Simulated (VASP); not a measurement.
# Co (I4_1/amd) in VASP: single point with PBE

Aim: the single point of Co with PBE.

Everything below comes from runs of VASP 6.6.1. Logs are shortened: lines on timing, memory, paths and dates and some standing lists are left out, and cuts for length are marked.

### 1 The cell of the first run

It takes space group I4_1/amd (No. 141, tetragonal). Conventional cell: a = 3.274 Å, b = 3.274 Å, c = 1.808 Å, α = 90.00°, β = 90.00°, γ = 90.00°. Within 2.3 Å of Co (site symmetry -4m2) lie 10 Co at 1.70 to 2.13 Å.

### 2 Single point, PBE, collinear spin, ferromagnetic start (4.84 Å³/atom)

Input file POSCAR:

```
Co
1.0
   -1.6371958113      1.6371958113      0.9037531397
    1.6371958113     -1.6371958113      0.9037531397
    1.6371958113      1.6371958113     -0.9037531397
Co
2
Direct
   -0.3750000000     -0.1250000000     -0.2500000000
    0.3750000000      0.1250000000      0.2500000000
```

Input file INCAR.step1:

```
SYSTEM = Co
PREC = Accurate ; ENCUT = 520
EDIFF = 1E-7 ; ISMEAR = -1
SIGMA = 0.08 ; LREAL = .FALSE.
LASPH = .TRUE. ; NELM = 150
ALGO = Normal ; ISIF = 2
LWAVE = .FALSE. ; LCHARG = .TRUE.
ISPIN = 2 ; MAGMOM = 1.7 1.7
LMAXMIX = 4 ; GGA = PE
NBANDS = 20
```

Input file KPOINTS.step1:

```
Automatic mesh
0
G
  20 20 20
  0 0 0
```

Input file INCAR.step2:

```
SYSTEM = Co
PREC = Accurate ; ENCUT = 520
EDIFF = 1E-7 ; ISMEAR = -5
SIGMA = 0.08 ; LREAL = .FALSE.
LASPH = .TRUE. ; NELM = 150
ALGO = Normal ; ISIF = 2
LWAVE = .FALSE. ; LCHARG = .FALSE.
ISPIN = 2 ; MAGMOM = 1.7 1.7
LORBIT = 11 ; LMAXMIX = 4
GGA = PE ; NEDOS = 1001
ICHARG = 11
```

Input file KPOINTS.step2:

```
Automatic mesh
0
G
  30 30 30
  0 0 0
```

Potentials or basis: VASP PAW PBE potentials, release 64 (Co).

Started as:

```sh
cat potpaw_PBE.64/Co/POTCAR > POTCAR
cp INCAR.step1 INCAR
cp KPOINTS.step1 KPOINTS
mpirun -np 1 vasp_std > vasp.out
cp INCAR.step2 INCAR
cp KPOINTS.step2 KPOINTS
mpirun -np 1 vasp_std > vasp.out
```

OUTCAR:

```text
SYSTEM = Co
   PREC = Accurate
   ENCUT = 520
   EDIFF = 1E-7
   ISMEAR = -5
   LREAL = .FALSE.
   LASPH = .TRUE.
   NELM = 150
   ISIF = 2
   ISPIN = 2
   LORBIT = 11
   GGA = PE
   ICHARG = 11

 ion  position               nearest neighbor table
   1  0.625  0.875  0.750-   2 1.70   2 1.70   2 1.70   2 1.70   2 2.13   2 2.13   2 2.13   2 2.13
                             2 2.79   2 2.79
   2  0.375  0.125  0.250-   1 1.70   1 1.70   1 1.70   1 1.70   1 2.13   1 2.13   1 2.13   1 2.13
                             1 2.79   1 2.79

  LATTYP: Found a body centered tetragonal cell.
 ALAT       =     3.2743916226
 C/A-ratio  =     0.5520128585

  Lattice vectors:

 A1 = (  -1.6371958113,   1.6371958113,   0.9037531397)
 A2 = (   1.6371958113,  -1.6371958113,   0.9037531397)
 A3 = (   1.6371958113,   1.6371958113,  -0.9037531397)

Analysis of symmetry for initial positions (statically):
=====================================================================
 Subroutine PRICEL returns:
 Original cell was already a primitive cell.

 Routine SETGRP: Setting up the symmetry group for a
 body centered tetragonal supercell.

 Subroutine GETGRP returns: Found 16 space group operations
 (whereof  4 operations were pure point group operations)
 out of a pool of 16 trial point group operations.

The static configuration has the point symmetry C_2h.
 The point group associated with its full space group is D_4h.

Analysis of symmetry for dynamics (positions and initial velocities):
=====================================================================
 Subroutine PRICEL returns:
 Original cell was already a primitive cell.

 Routine SETGRP: Setting up the symmetry group for a
 body centered tetragonal supercell.

 Subroutine GETGRP returns: Found 16 space group operations
 (whereof  4 operations were pure point group operations)
 out of a pool of 16 trial point group operations.

The dynamic configuration has the point symmetry C_2h.
 The point group associated with its full space group is D_4h.

Analysis of structural, dynamic, and magnetic symmetry:
=====================================================================
 Subroutine PRICEL returns:
 Original cell was already a primitive cell.

 Routine SETGRP: Setting up the symmetry group for a
 body centered tetragonal supercell.

 Subroutine GETGRP returns: Found 16 space group operations
 (whereof  4 operations were pure point group operations)
 out of a pool of 16 trial point group operations.

The overall configuration has the point symmetry C_2h.
 The point group associated with its full space group is D_4h.

 Subroutine INISYM returns: Found 16 space group operations
 (whereof  4 operations are pure point group operations),
 and found     1 'primitive' translations

----------------------------------------------------------------------------------------

                                     Primitive cell

  volume of cell :       9.6897

  direct lattice vectors                    reciprocal lattice vectors
    -1.637195811  1.637195811  0.903753140     0.000000000  0.305400244  0.553248424
     1.637195811 -1.637195811  0.903753140     0.305400244  0.000000000  0.553248424
     1.637195811  1.637195811 -0.903753140     0.305400244  0.305400244  0.000000000

  length of vectors
     2.485475807  2.485475807  2.485475807     0.631943927  0.631943927  0.431901167

  position of ions in fractional coordinates (direct lattice)
     0.625000000  0.875000000  0.750000000
     0.375000000  0.125000000  0.250000000

  ion indices of the primitive-cell ions
   primitive index   ion index
                 1           1
                 2           2

----------------------------------------------------------------------------------------

 KPOINTS: Automatic mesh

Automatic generation of k-mesh.
 Grid dimensions read from file:
 generate k-points for:   30   30   30

 Generating k-lattice:

  Cartesian coordinates                     Fractional coordinates (reciprocal lattice)
     0.000000000  0.010180008  0.018441614     0.033333333  0.000000000  0.000000000
     0.010180008  0.000000000  0.018441614     0.000000000  0.033333333  0.000000000
     0.010180008  0.010180008  0.000000000     0.000000000  0.000000000  0.033333333

  Length of vectors
     0.021064798  0.021064798  0.014396706

  Shift w.r.t. Gamma in fractional coordinates (k-lattice)
     0.000000000  0.000000000  0.000000000

 TETIRR: Found  66454 inequivalent tetrahedra from   162000

[... 40 lines left out ...]
 SYSTEM =  Co
   PREC   = accura    normal or accurate (medium, high low for compatibility)
   ISTART =      0    job   : 0-new  1-cont  2-samecut
   ICHARG =     11    charge: 1-file 2-atom 10-const
   ISPIN  =      2    spin polarized calculation?
   LNONCOLLINEAR =      F non collinear calculations
   LSORBIT =      F    spin-orbit coupling
   LASPH  =      T    aspherical Exc in radial PAW
   ENCUT  =  520.0 eV  38.22 Ry    6.18 a.u.   4.62  4.62  4.62*2*pi/ulx,y,z
   NELM   =    150;   NELMIN=  2; NELMDL=  0     # of ELM steps
   EDIFF  = 0.1E-06   stopping-criterion for ELM
   LREAL  =      F    real-space projection
   EDIFFG = 0.1E-05   stopping-criterion for IOM
   NSW    =      0    number of steps for IOM
   IBRION =     -1    ionic relax: 0-MD 1-quasi-New 2-CG
   NFREE  =      0    steps in history (QN), initial steepest desc. (CG)
   ISIF   =      2    stress and relaxation
   ISYM   =      2    0-nonsym 1-usesym 2-fastsym
   POTIM  = 0.5000    time-step for ionic-motion
   TEBEG  =    0.0;   TEEND  =   0.0 temperature during run
   PSTRESS=    0.0 pullay stress
   NELECT =      18.0000    total number of electrons
   NUPDOWN=      -1.0000    fix difference up-down
   EMIN   =  10.00;   EMAX   =-10.00  energy-range for DOS
   EFERMI =   0.00;   METHOD = LEGACY
   ISMEAR =    -5;   SIGMA  =   0.08  broadening in eV -4-tet -1-fermi 0-gaus
   EFERMI_NEDOS =   21; number of points for ismear=-14 and -15
   IALGO  =     38    algorithm
   IMIX   =      4    mixing-type and parameters
     AMIX     =   0.40;   BMIX     =  1.00
     AMIX_MAG =   1.60;   BMIX_MAG =  1.00
  volume/ion in A,a.u.               =       4.84        32.69
  Fermi-wavevector in a.u.,A,eV,Ry     =   2.012466  3.803010 55.103883  4.050021
  Thomas-Fermi vector in A             =   3.024950
   LORBIT       =     11    0 simple, 1 ext, 2 COOP (PROOUT), +10 PAW based schemes
   GGA     = PE    functional components
   LHFCALC =     F    Hartree Fock is set to
   AEXX    =    0.0000 exact exchange contribution
   IVDW    =     0    specifies the selected vdW correction
   LEPSILON=     F    determine dielectric tensor
   LRPA    =     F    only Hartree local field effects (RPA)
 spin polarized calculation
 Fermi weights with tetrahedron method with Bloechl corrections
  energy-cutoff  :      520.00
  volume of cell :        9.69
 maximum number of plane-waves:       277

 number of electron      18.0000018 magnetization       0.0000102

 Free energy of the ion-electron system (eV)
  ---------------------------------------------------
  ext. energy  EPLUGINS =         0.00000000
  ---------------------------------------------------
  free energy    TOTEN  =         8.80022970 eV

  energy without entropy =        8.80022970  energy(sigma->0) =        8.80022970

 E-fermi :  29.1043     XC(G=0): -18.7772

 val. band max:       29.1713603250   @ k =   0.2000   0.1667   0.0000
 cond. band min:      28.9419662603   @ k =   0.5000   0.5000   0.4000
 fundamental gap:     -0.2293940647
 Fermi energy:        29.1042553085

 spin component 1

 k-point     1 :       0.0000    0.0000    0.0000
  band No.  band energies     occupation
      1      13.8676      1.00000
      2      15.0493      1.00000
      3      18.8770      1.00000
      4      20.0578      1.00000
      5      21.2616      1.00000
      6      27.1156      1.00000
      7      27.1156      1.00000
      8      27.2141      1.00000
      9      27.2141      1.00000
     10      31.0573      0.00000
     11      32.6238      0.00000
     12      42.5205      0.00000
     13      42.5205      0.00000
     14      52.1903      0.00000
[... 403 lines left out ...]
      4      20.7320      1.00000
      5      21.7794      1.00000
      6      24.2339      1.00000
      7      26.3406      1.00000
      8      26.8396      1.00000
      9      28.3647      1.05412
     10      29.7629      0.00000
     11      31.5507      0.00000
     12      46.1553      0.00000
     13      48.8927      0.00000
     14      52.3843      0.00000
     15      54.0265      0.00000

 [... further k-points ...]

 Fermi energy:        29.1042553085

 spin component 2

 k-point     1 :       0.0000    0.0000    0.0000
  band No.  band energies     occupation
      1      13.8676      1.00000
      2      15.0493      1.00000
      3      18.8770      1.00000
      4      20.0578      1.00000
      5      21.2616      1.00000
      6      27.1156      1.00000
      7      27.1156      1.00000
      8      27.2142      1.00000
      9      27.2142      1.00000
     10      31.0573      0.00000
     11      32.6238      0.00000
     12      42.5205      0.00000
     13      42.5206      0.00000
     14      52.1903      0.00000
[... 403 lines left out ...]
      4      20.7321      1.00000
      5      21.7794      1.00000
      6      24.2339      1.00000
      7      26.3406      1.00000
      8      26.8396      1.00000
      9      28.3647      1.05412
     10      29.7629      0.00000
     11      31.5507      0.00000
     12      46.1553      0.00000
     13      48.8927      0.00000
     14      52.3843      0.00000
     15      54.0265      0.00000

 [... further k-points ...]
[... 5 lines left out ...]
  --------------------------------------------------------------------------------------
  -------------------------------------------------------------------------------------
  Total       65.7807556     65.7807556     69.4604485      0.0000000      0.0000000      0.0000000
  in kB    10876.7308055  10876.7308055  11485.1614784      0.0000000      0.0000000      0.0000000
  external PRESSURE =   11079.5410298 kB  Pullay stress =       0.0000000 kB

 VOLUME and BASIS-vectors are now :
 -----------------------------------------------------------------------------
  energy-cutoff  :      520.00
  volume of cell :        9.69
      direct lattice vectors                 reciprocal lattice vectors
    -1.637195811  1.637195811  0.903753140     0.000000000  0.305400244  0.553248424
     1.637195811 -1.637195811  0.903753140     0.305400244  0.000000000  0.553248424
     1.637195811  1.637195811 -0.903753140     0.305400244  0.305400244  0.000000000

 POSITION                                       TOTAL-FORCE (eV/Angst)
 -----------------------------------------------------------------------------------
      1.63720      0.81860      0.67781         0.000000      0.000000      0.000000
     -0.00000      0.81860      0.22594        -0.000000     -0.000000     -0.000000
 -----------------------------------------------------------------------------------
    total drift:                               -0.000000      0.000000      0.000000

  FREE ENERGIE OF THE ION-ELECTRON SYSTEM (eV)
  ---------------------------------------------------
  free  energy   TOTEN  =         8.8002296963 eV

  energy  without entropy=        8.8002296963  energy(sigma->0) =        8.80022970

 total charge

# of ion       s       p       d       tot
------------------------------------------
    1        1.011   1.484   8.951  11.445
    2        1.011   1.484   8.951  11.445
--------------------------------------------------
tot          2.021   2.968  17.901  22.890

 magnetization (x)

# of ion       s       p       d       tot
------------------------------------------
    1       -0.000  -0.000   0.000   0.000
    2       -0.000  -0.000   0.000   0.000
--------------------------------------------------
tot         -0.000  -0.000   0.000   0.000
```

It took 8.6 min on 1 thread of Intel Xeon Platinum 8488C (Sapphire Rapids), shared host; peak memory 0.86 GiB.

Results:

```
Net moment : 0.00 μB per cell
```

Levels at points of the mesh, in eV from the Fermi level:
Spin up:
| k point | band 5 | band 6 | band 7 | band 8 | band 9 | band 10 | band 11 | band 12 | band 13 | band 14 |
| --- | --- | --- | --- | --- | --- | --- | --- | --- | --- | --- |
| (0.00, 0.00, 0.00) | -7.84 | -1.99 | -1.99 | -1.89 | -1.89 | 1.95 | 3.52 | 13.42 | 13.42 | 23.09 |
| (0.50, 0.00, 0.00) | -5.30 | -4.03 | -1.58 | -1.53 | 0.68 | 1.06 | 5.68 | 13.57 | 15.32 | 19.34 |
| (0.50, 0.50, 0.00) | -6.02 | -6.02 | -1.00 | -1.00 | -0.18 | -0.18 | 1.13 | 1.13 | 23.04 | 23.04 |
| (0.50, 0.50, 0.50) | -2.91 | -2.91 | -2.17 | -2.17 | -1.06 | -1.06 | -0.49 | -0.49 | 16.03 | 16.03 |
Spin down:
```
           k point  band 6  band 7  band 8  band 9  band 10  band 11  band 12  band 13
(0.00, 0.00, 0.00)   -1.99   -1.99   -1.89   -1.89     1.95     3.52    13.42    13.42
(0.50, 0.00, 0.00)   -4.03   -1.58   -1.53    0.68     1.06     5.68    13.57    15.32
(0.50, 0.50, 0.00)   -6.02   -1.00   -1.00   -0.18    -0.18     1.13     1.13    23.04
(0.50, 0.50, 0.50)   -2.91   -2.17   -2.17   -1.06    -1.06    -0.49    -0.49    16.03
```

Caveat: atoms lie so close that the PAW spheres overlap strongly, which falsifies energies and pressures; the moments typed at the start vanished in this run.
